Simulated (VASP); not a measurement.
# AlN (Fm-3m) in VASP: further runs

Runs on AlN. Level: PBE. Tasks: single point.

Program: VASP 6.6.1. These are calculated values, not measurements. Logs are shortened: lines on timing, memory, paths and dates and some standing lists are left out, and cuts for length are marked.

## Step 1: The cell of the first run

The structure is cubic, space group Fm-3m (No. 225). The conventional cell has a = 4.071 Å, b = 4.071 Å, c = 4.071 Å, α = 90.00°, β = 90.00°, γ = 90.00°. Within 2.7 Å of Al (site symmetry m-3m) lie 6 N at 2.04 Å. Within 2.7 Å of N (site symmetry m-3m) lie 6 Al at 2.04 Å.

## Step 2: Single point, PBE

Contents of INCAR:

```
PREC = Accurate ; ENCUT = 520
EDIFF = 1E-6 ; ISMEAR = 0
SIGMA = 0.05 ; LREAL = False
LASPH = True ; NELM = 100
ALGO = Normal ; ISIF = 2
LWAVE = False ; LCHARG = True
GGA = PE ; LELF = True
LVHAR = True ; NBANDS = 11
```

Contents of KPOINTS:

```
regular mesh
0
Gamma
  10 10 10
```

Contents of POSCAR:

```
AlN
1.0
    0.0000000000      2.0352746749      2.0352746749
    2.0352746749      0.0000000000      2.0352746749
    2.0352746749      2.0352746749      0.0000000000
Al N
1 1
Direct
    0.5000000000      0.5000000000      0.5000000000
    0.0000000000      0.0000000000      0.0000000000
```

Potentials or basis: VASP PAW PBE potentials, release 64 (Al, N).

Run with:

```
$ cat potpaw_PBE.64/Al/POTCAR potpaw_PBE.64/N/POTCAR > POTCAR
$ mpirun -np 1 vasp_std > vasp.out
```

OUTCAR:

```text
PREC = Accurate
   ENCUT = 520
   EDIFF = 1E-6
   ISMEAR = 0
   LREAL = False
   LASPH = True
   NELM = 100
   ISIF = 2
   GGA = PE

 ion  position               nearest neighbor table
   1  0.500  0.500  0.500-   2 2.04   2 2.04   2 2.04   2 2.04   2 2.04   2 2.04
   2  0.000  0.000  0.000-   1 2.04   1 2.04   1 2.04   1 2.04   1 2.04   1 2.04

  LATTYP: Found a face centered cubic cell.
 ALAT       =     4.0705493498

  Lattice vectors:

 A1 = (   0.0000000000,   2.0352746749,   2.0352746749)
 A2 = (   2.0352746749,   0.0000000000,   2.0352746749)
 A3 = (   2.0352746749,   2.0352746749,   0.0000000000)

Analysis of symmetry for initial positions (statically):
=====================================================================
 Subroutine PRICEL returns:
 Original cell was already a primitive cell.

 Routine SETGRP: Setting up the symmetry group for a
 face centered cubic supercell.

 Subroutine GETGRP returns: Found 48 space group operations
 (whereof 48 operations were pure point group operations)
 out of a pool of 48 trial point group operations.

The static configuration has the point symmetry O_h .

Analysis of symmetry for dynamics (positions and initial velocities):
=====================================================================
 Subroutine PRICEL returns:
 Original cell was already a primitive cell.

 Routine SETGRP: Setting up the symmetry group for a
 face centered cubic supercell.

 Subroutine GETGRP returns: Found 48 space group operations
 (whereof 48 operations were pure point group operations)
 out of a pool of 48 trial point group operations.

The dynamic configuration has the point symmetry O_h .

 Subroutine INISYM returns: Found 48 space group operations
 (whereof 48 operations are pure point group operations),
 and found     1 'primitive' translations

----------------------------------------------------------------------------------------

                                     Primitive cell

  volume of cell :      16.8616

  direct lattice vectors                    reciprocal lattice vectors
     0.000000000  2.035274675  2.035274675    -0.245667087  0.245667087  0.245667087
     2.035274675  0.000000000  2.035274675     0.245667087 -0.245667087  0.245667087
     2.035274675  2.035274675  0.000000000     0.245667087  0.245667087 -0.245667087

  length of vectors
     2.878313048  2.878313048  2.878313048     0.425507876  0.425507876  0.425507876

  position of ions in fractional coordinates (direct lattice)
     0.500000000  0.500000000  0.500000000
     0.000000000  0.000000000  0.000000000

  ion indices of the primitive-cell ions
   primitive index   ion index
                 1           1
                 2           2

----------------------------------------------------------------------------------------

 KPOINTS: regular mesh

Automatic generation of k-mesh.
 Grid dimensions read from file:
 generate k-points for:   10   10   10

 Generating k-lattice:

  Cartesian coordinates                     Fractional coordinates (reciprocal lattice)
    -0.024566709  0.024566709  0.024566709     0.100000000  0.000000000  0.000000000
     0.024566709 -0.024566709  0.024566709     0.000000000  0.100000000  0.000000000
     0.024566709  0.024566709 -0.024566709     0.000000000  0.000000000  0.100000000

  Length of vectors
     0.042550788  0.042550788  0.042550788

  Shift w.r.t. Gamma in fractional coordinates (k-lattice)
     0.000000000  0.000000000  0.000000000

 Subroutine IBZKPT returns following result:
 ===========================================

 Found     47 irreducible k-points:

 Following reciprocal coordinates:
            Coordinates               Weight
  0.000000  0.000000  0.000000      1.000000
  0.100000  0.000000  0.000000      8.000000
  0.200000  0.000000  0.000000      8.000000
  0.300000  0.000000  0.000000      8.000000
  0.400000  0.000000  0.000000      8.000000
  0.500000  0.000000  0.000000      4.000000
[... 16 lines left out ...]
  0.300000  0.300000  0.000000      6.000000
  0.400000  0.300000  0.000000     24.000000
 [... further k-points ...]
   k-points           NKPTS =     47   k-points in BZ     NKDIM =     47   number of bands    NBANDS=     11
   number of dos      NEDOS =    301   number of ions     NIONS =      2
   total plane-waves  NPLWV =  13824
   dimension x,y,z NGX =    24 NGY =   24 NGZ =   24
   dimension x,y,z NGXF=    48 NGYF=   48 NGZF=   48
   ions per type =               1   1
   NGX,Y,Z   is equivalent  to a cutoff of  13.86, 13.86, 13.86 a.u.
   NGXF,Y,Z  is equivalent  to a cutoff of  27.72, 27.72, 27.72 a.u.
 SYSTEM =  unknown system
   PREC   = accura    normal or accurate (medium, high low for compatibility)
   ISTART =      0    job   : 0-new  1-cont  2-samecut
   ICHARG =      2    charge: 1-file 2-atom 10-const
   ISPIN  =      1    spin polarized calculation?
   LNONCOLLINEAR =      F non collinear calculations
   LSORBIT =      F    spin-orbit coupling
   LASPH  =      T    aspherical Exc in radial PAW
   ENCUT  =  520.0 eV  38.22 Ry    6.18 a.u.   5.35  5.35  5.35*2*pi/ulx,y,z
   NELM   =    100;   NELMIN=  2; NELMDL= -5     # of ELM steps
   EDIFF  = 0.1E-05   stopping-criterion for ELM
   LREAL  =      F    real-space projection
   EDIFFG = 0.1E-04   stopping-criterion for IOM
   NSW    =      0    number of steps for IOM
   IBRION =     -1    ionic relax: 0-MD 1-quasi-New 2-CG
   NFREE  =      0    steps in history (QN), initial steepest desc. (CG)
   ISIF   =      2    stress and relaxation
   ISYM   =      2    0-nonsym 1-usesym 2-fastsym
   POTIM  = 0.5000    time-step for ionic-motion
   TEBEG  =    0.0;   TEEND  =   0.0 temperature during run
   PSTRESS=    0.0 pullay stress
   NELECT =       8.0000    total number of electrons
   NUPDOWN=      -1.0000    fix difference up-down
   EMIN   =  10.00;   EMAX   =-10.00  energy-range for DOS
   EFERMI =   0.00;   METHOD = LEGACY
   ISMEAR =     0;   SIGMA  =   0.05  broadening in eV -4-tet -1-fermi 0-gaus
   EFERMI_NEDOS =   21; number of points for ismear=-14 and -15
   IALGO  =     38    algorithm
   IMIX   =      4    mixing-type and parameters
     AMIX     =   0.40;   BMIX     =  1.00
     AMIX_MAG =   1.60;   BMIX_MAG =  1.00
  volume/ion in A,a.u.               =       8.43        56.89
  Fermi-wavevector in a.u.,A,eV,Ry     =   1.276846  2.412889 22.182058  1.630335
  Thomas-Fermi vector in A             =   2.409479
   LORBIT       =      0    0 simple, 1 ext, 2 COOP (PROOUT), +10 PAW based schemes
   GGA     = PE    functional components
   LHFCALC =     F    Hartree Fock is set to
   AEXX    =    0.0000 exact exchange contribution
   IVDW    =     0    specifies the selected vdW correction
   LEPSILON=     F    determine dielectric tensor
   LRPA    =     F    only Hartree local field effects (RPA)
 non-spin polarized calculation
 Gauss-broadening in eV      SIGMA  =   0.05
  energy-cutoff  :      520.00
  volume of cell :       16.86
 maximum number of plane-waves:       469
 NGX is ok and might be reduce to    24
   NGX = 11   NGY = 11   NGZ = 11

 number of electron       8.0000000 magnetization

 Free energy of the ion-electron system (eV)
  ---------------------------------------------------
  ext. energy  EPLUGINS =         0.00000000
  ---------------------------------------------------
  free energy    TOTEN  =       -14.54590562 eV

  energy without entropy =      -14.54590562  energy(sigma->0) =      -14.54590562

 E-fermi :  10.0158     XC(G=0): -12.1912

 val. band max:        9.7036199180   @ k =   0.0000   0.0000   0.0000
 cond. band min:      14.1166732428   @ k =   0.5000   0.5000   0.0000
 fundamental gap:      4.4130533248
 Fermi energy:        10.0157513052

 k-point     1 :       0.0000    0.0000    0.0000
  band No.  band energies     occupation
      1      -7.6670      2.00000
      2       9.7036      2.00000
      3       9.7036      2.00000
      4       9.7036      2.00000
      5      15.0941      0.00000
      6      21.8055      0.00000
      7      21.8055      0.00000
      8      21.8055      0.00000
      9      26.8920      0.00000
     10      27.3449      0.00000
     11      27.3449      0.00000

 k-point     2 :       0.1000    0.0000    0.0000
  band No.  band energies     occupation
      1      -7.4659      2.00000
      2       8.6861      2.00000
      3       9.5858      2.00000
      4       9.5858      2.00000
      5      15.7355      0.00000
      6      20.9010      0.00000
      7      22.0929      0.00000
      8      22.0929      0.00000
      9      25.7133      0.00000
     10      25.7133      0.00000
     11      27.6846      0.00000

 k-point     3 :       0.2000    0.0000    0.0000
  band No.  band energies     occupation
      1      -6.8811      2.00000
      2       6.5677      2.00000
      3       9.2997      2.00000
      4       9.2997      2.00000
      5      16.4300      0.00000
      6      20.3499      0.00000
      7      22.2212      0.00000
      8      22.2212      0.00000
      9      25.1597      0.00000
     10      25.1597      0.00000
     11      26.9939      0.00000

 k-point     4 :       0.3000    0.0000    0.0000
  band No.  band energies     occupation
      1      -5.9863      2.00000
      2       4.2775      2.00000
      3       8.9822      2.00000
      4       8.9822      2.00000
      5      16.2241      0.00000
      6      21.2121      0.00000
      7      21.4542      0.00000
      8      21.4542      0.00000
      9      26.1878      0.00000
     10      26.6546      0.00000
     11      26.6546      0.00000
[... 239 lines left out ...]
 k-point    22 :      -0.2000    0.2000    0.0000
  band No.  band energies     occupation
      1      -5.6971      2.00000
      2       4.7987      2.00000
      3       6.8295      2.00000
      4       9.0476      2.00000
      5      18.1601      0.00000
      6      19.6256      0.00000
      7      20.3147      0.00000
      8      22.0434      0.00000
      9      24.6364      0.00000
     10      28.6253      0.00000
     11      29.9007      0.00000

 k-point    23 :       0.3000    0.3000    0.0000
  band No.  band energies     occupation
      1      -5.4594      2.00000
      2       4.9459      2.00000
      3       7.7215      2.00000
      4       7.7215      2.00000
      5      16.3682      0.00000
      6      16.4220      0.00000
      7      21.2307      0.00000
      8      25.1037      0.00000
      9      25.1037      0.00000
     10      30.0569      0.00000
     11      33.5176      0.00000

 k-point    24 :       0.4000    0.3000    0.0000
  band No.  band energies     occupation
      1      -4.7222      2.00000
      2       3.9365      2.00000
      3       6.9621      2.00000
      4       7.4690      2.00000
      5      15.7082      0.00000
      6      16.5732      0.00000
      7      21.6854      0.00000
      8      25.0589      0.00000
      9      25.7966      0.00000
     10      31.3141      0.00000
     11      34.1973      0.00000

 [... further k-points ...]
[... 5 lines left out ...]
  --------------------------------------------------------------------------------------
  -------------------------------------------------------------------------------------
  Total       -0.0286427     -0.0286427     -0.0286427      0.0000000     -0.0000000      0.0000000
  in kB       -2.7216064     -2.7216064     -2.7216064      0.0000000     -0.0000000      0.0000000
  external PRESSURE =      -2.7216064 kB  Pullay stress =       0.0000000 kB

 VOLUME and BASIS-vectors are now :
 -----------------------------------------------------------------------------
  energy-cutoff  :      520.00
  volume of cell :       16.86
      direct lattice vectors                 reciprocal lattice vectors
     0.000000000  2.035274675  2.035274675    -0.245667087  0.245667087  0.245667087
     2.035274675  0.000000000  2.035274675     0.245667087 -0.245667087  0.245667087
     2.035274675  2.035274675  0.000000000     0.245667087  0.245667087 -0.245667087

 POSITION                                       TOTAL-FORCE (eV/Angst)
 -----------------------------------------------------------------------------------
      2.03527      2.03527      2.03527        -0.000000      0.000000     -0.000000
      0.00000      0.00000      0.00000         0.000000      0.000000      0.000000
 -----------------------------------------------------------------------------------
    total drift:                                0.000000     -0.000000     -0.000000

  FREE ENERGIE OF THE ION-ELECTRON SYSTEM (eV)
  ---------------------------------------------------
  free  energy   TOTEN  =       -14.5459056248 eV

  energy  without entropy=      -14.5459056248  energy(sigma->0) =      -14.54590562
```

It took 9.6 s on 1 thread of Intel Xeon 6975P-C, shared host; peak memory 0.14 GiB.

What came out:

```yaml
Free_energy: -14.5459 eV
Pressure: -0.3 GPa
Band_gap_on_the_k_mesh: 4.41 eV, indirect (least direct gap 5.39 eV)
```

## Step 3: Single point, PBE (volume scaled by 0.960)

Contents of INCAR:

```
PREC = Accurate
ENCUT = 520
EDIFF = 1E-7
ISMEAR = 0
SIGMA = 0.05
LREAL = F
LASPH = T
NELM = 60
ALGO = Normal
ISIF = 2
LWAVE = F
LCHARG = F
GGA = PE
NBANDS = 11
```

KPOINTS is that of step 2.

Contents of POSCAR:

```
AlN
1.0
    0.0000000000      2.0077675911      2.0077675911
    2.0077675911      0.0000000000      2.0077675911
    2.0077675911      2.0077675911      0.0000000000
Al N
1 1
Direct
    0.5000000000      0.5000000000      0.5000000000
    0.0000000000      0.0000000000      0.0000000000
```

Potentials or basis: VASP PAW PBE potentials, release 64 (Al, N).

Run with:

```
$ cat potpaw_PBE.64/Al/POTCAR potpaw_PBE.64/N/POTCAR > POTCAR
$ mpirun -np 1 vasp_std > vasp.out
```

OUTCAR:

```text
PREC = Accurate
   ENCUT = 520
   EDIFF = 1E-7
   ISMEAR = 0
   LREAL = F
   LASPH = T
   NELM = 60
   ISIF = 2
   GGA = PE

 ion  position               nearest neighbor table
   1  0.500  0.500  0.500-   2 2.01   2 2.01   2 2.01   2 2.01   2 2.01   2 2.01
   2  0.000  0.000  0.000-   1 2.01   1 2.01   1 2.01   1 2.01   1 2.01   1 2.01

  LATTYP: Found a face centered cubic cell.
 ALAT       =     4.0155351822

  Lattice vectors:

 A1 = (   0.0000000000,   2.0077675911,   2.0077675911)
 A2 = (   2.0077675911,   0.0000000000,   2.0077675911)
 A3 = (   2.0077675911,   2.0077675911,   0.0000000000)

Analysis of symmetry for initial positions (statically):
=====================================================================
 Subroutine PRICEL returns:
 Original cell was already a primitive cell.

 Routine SETGRP: Setting up the symmetry group for a
 face centered cubic supercell.

 Subroutine GETGRP returns: Found 48 space group operations
 (whereof 48 operations were pure point group operations)
 out of a pool of 48 trial point group operations.

The static configuration has the point symmetry O_h .

Analysis of symmetry for dynamics (positions and initial velocities):
[... 166 lines left out ...]

 k-point     1 :       0.0000    0.0000    0.0000
  band No.  band energies     occupation
      1      -7.5082      2.00000
      2      10.2331      2.00000
      3      10.2331      2.00000
      4      10.2331      2.00000
      5      16.2134      0.00000
      6      22.4671      0.00000
      7      22.4671      0.00000
      8      22.4671      0.00000
      9      27.6640      0.00000
     10      28.1758      0.00000
     11      28.1758      0.00000
[... 309 lines left out ...]
 k-point    24 :       0.4000    0.3000    0.0000
  band No.  band energies     occupation
      1      -4.4270      2.00000
      2       4.3011      2.00000
      3       7.3796      2.00000
      4       7.9067      2.00000
      5      16.5095      0.00000
      6      17.2374      0.00000
      7      22.6836      0.00000
      8      26.1003      0.00000
      9      26.8897      0.00000
     10      32.2972      0.00000
     11      35.3465      0.00000

 [... further k-points ...]
[... 5 lines left out ...]
  --------------------------------------------------------------------------------------
  -------------------------------------------------------------------------------------
  Total        1.0956109      1.0956109      1.0956109      0.0000000     -0.0000000      0.0000000
  in kB      108.4417765    108.4417765    108.4417765      0.0000000     -0.0000000      0.0000000
  external PRESSURE =     108.4417765 kB  Pullay stress =       0.0000000 kB

 VOLUME and BASIS-vectors are now :
 -----------------------------------------------------------------------------
  energy-cutoff  :      520.00
  volume of cell :       16.19
      direct lattice vectors                 reciprocal lattice vectors
     0.000000000  2.007767591  2.007767591    -0.249032807  0.249032807  0.249032807
     2.007767591  0.000000000  2.007767591     0.249032807 -0.249032807  0.249032807
     2.007767591  2.007767591  0.000000000     0.249032807  0.249032807 -0.249032807

 POSITION                                       TOTAL-FORCE (eV/Angst)
 -----------------------------------------------------------------------------------
      2.00777      2.00777      2.00777        -0.000000      0.000000      0.000000
      0.00000      0.00000      0.00000         0.000000     -0.000000     -0.000000
 -----------------------------------------------------------------------------------
    total drift:                                0.000000     -0.000000     -0.000000

  FREE ENERGIE OF THE ION-ELECTRON SYSTEM (eV)
  ---------------------------------------------------
  free  energy   TOTEN  =       -14.5239375011 eV

  energy  without entropy=      -14.5239375011  energy(sigma->0) =      -14.52393750
```

stdout:

```text
POSCAR found type information on POSCAR AlN
 POSCAR found :  2 types and       2 ions
 scaLAPACK will be used
 LDA part: xc-table for (Slater+PW92), standard interpolation
 POSCAR, INCAR and KPOINTS ok, starting setup
 FFT: planning ... GRIDC
 FFT: planning ... GRID_SOFT
 FFT: planning ... GRID
 WAVECAR not read
 entering main loop
```

Run time: 11 s. Hardware: 1 thread of Intel Xeon 6975P-C, shared host; peak memory 0.13 GiB.

What came out:

- Free energy: -14.5239 eV
- Pressure: 10.8 GPa
- Band gap on the k mesh: 4.81 eV, indirect (least direct gap 5.98 eV)

 A k mesh can miss the band edges.
